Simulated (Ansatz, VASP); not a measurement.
**HfB in VASP and in Ansatz**

Contents of INCAR:

```
SYSTEM = HfB
PREC = Accurate
ENCUT = 520
EDIFF = 1E-6
ISMEAR = 0
SIGMA = 0.15
LREAL = .False.
LASPH = .True.
NELM = 60
ALGO = Normal
ISIF = 2
LWAVE = .False.
LCHARG = .True.
GGA = PS
LELF = .True.
LVHAR = .True.
NBANDS = 14
```

File KPOINTS:

```
Automatic mesh
0
Gamma
  18 18 18
  0 0 0
```

File POSCAR:

```
HfB
1.0
    0.0000000000      2.3302125000      2.3302125000
    2.3100000000      0.0202125000      2.3100000000
    2.3100000000      2.3100000000      0.0202125000
Hf B
1 1
Direct
    0.5000000000      0.5000000000      0.5000000000
    0.0000000000      0.0000000000      0.0000000000
```

Input for Ansatz:

```yaml
crystal:
  lattice:
    - [0.0, 2.3302125, 2.3302125]
    - [2.31, 0.0202125, 2.31]
    - [2.31, 2.31, 0.0202125]
  atoms:
    - { symbol: Hf, position: [0.5, 0.5, 0.5] }
    - { symbol: B, position: [0.0, 0.0, 0.0] }
basis:
  ecutwfc: 420
kpoints:
  mp_grid: { grid: [18, 18, 18] }
hamiltonian:
  xc: pbesol
scf:
  occupations: { method: gaussian, width: 0.15 }
output:
  forces: true
  stress: true
  eigenvalues: true
```

Change from the starting cell: strain +0.0175 x Voigt [0, 0, 0, 1, 0, 0], atoms carried along.

Alike in both runs: task single point; functional PBEsol; k mesh 18 × 18 × 18; occupations gaussian, width 0.15 eV; no spin polarisation.

|  | VASP | Ansatz |
| --- | --- | --- |
| version | VASP 6.6.1 | Ansatz 0.2.0 |
| potentials or method | VASP PAW PBE potentials, release 64 (Hf_pv, B), cutoff 520 eV | scalar-relativistic, plane waves, PAW |
| valence electrons in the cell | 13 | 29 |

|  | VASP | Ansatz | Ansatz less VASP |
| --- | --- | --- | --- |
| gap on the k mesh at the Fermi level (eV) | none | none | - |
| pressure (GPa) | 24.6 | 23.5 | -1.09 |
| traceless stress, the component that is largest in VASP (GPa) | -1.04 | -1.10 | -0.056 |

VASP's potentials were made for PBE, not for PBEsol. A gap of «none» marks a metal or a gap that the smearing closes. VASP's potentials hold 13 valence electrons a cell and Ansatz's 29, so a difference there can come from the potentials and not from the codes.

Neither program's run includes spin-orbit coupling.
